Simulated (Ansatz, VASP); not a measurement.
Sc3NbO2: VASP beside Ansatz

```
Sc Nb O
1.0
     4.07227    0.00000    0.00000
    -2.03614    3.52669    0.00000
     0.00000    0.00000    6.92523
Sc Nb O
3 1 2
Direct
  0.33333 0.66667 0.00000
  0.66667 0.33333 0.00000
  0.00000 0.00000 0.00000
  0.00000 0.00000 0.50000
  0.00000 0.00000 0.27677
  0.00000 0.00000 0.72323
```

Alike in both runs: task single point; functional PBE; k mesh 6 × 6 × 4; occupations gaussian, width 0.1 eV; collinear spin.

|  | VASP | Ansatz |
| --- | --- | --- |
| version | VASP 6.6.1 | Ansatz 0.2.0 |
| potentials or method | VASP PAW PBE potentials, release 64 (Sc_sv, Nb_sv, O), cutoff 520 eV | scalar-relativistic, plane waves, PAW |
| valence electrons in the cell | 58 | 58 |

```tsv
	VASP	Ansatz	Ansatz less VASP
gap on the k mesh at the Fermi level (eV)	none	none	-
rms of the force components (eV/Å)	7.368	7.395	+0.0270
net moment per atom (μB)	0.00	0.00	0.000
```

Atom by atom the forces differ by 0.027 eV/Å (rms over components). A gap of «none» marks a metal or a gap that the smearing closes. With one functional, cell and mesh, what is left measures potentials, basis and numerics. Ansatz's warnings: no starting moments.
